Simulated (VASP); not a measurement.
Mo3H, 4 atoms in the cell. The cell holds a slab with vacuum, 4 atoms: a = 2.728 Å, b = 2.728 Å, c = 19.793 Å, α = 90.00°, β = 90.00°, γ = 109.47°. 

```yaml
Program: VASP 6.6.1
Task: single point
Functional: r2SCAN
Potentials_or_basis: VASP PAW PBE potentials, release 64 (Mo_sv, H)
Cutoff: 520 eV
k_mesh: 10 × 10 × 1
Occupations: gaussian, width 0.1 eV
Spin: no spin polarisation
Dipole_correction: yes
Further_INCAR_settings: ALGO = Normal; EDIFF = 1e-07; NBANDS = 30
```

Potentials or basis: VASP PAW PBE potentials, release 64 (Mo_sv, H).

The run is started by

```console
$ cat potpaw_PBE.64/Mo_sv/POTCAR potpaw_PBE.64/H/POTCAR > POTCAR
$ cp INCAR.step1 INCAR
$ mpirun -np 1 vasp_std > vasp.out
$ cp INCAR.step2 INCAR
$ mpirun -np 1 vasp_std > vasp.out
```

Hardware: 1 thread of Intel(R) Xeon(R) 6975P-C (Granite Rapids), on a shared host.

Problem. Estimate the wall time of this run.

Solution. It took 7.8 min on 1 thread of Intel(R) Xeon(R) 6975P-C (Granite Rapids) (shared host), peak memory 0.36 GiB. Counts: k points 52.
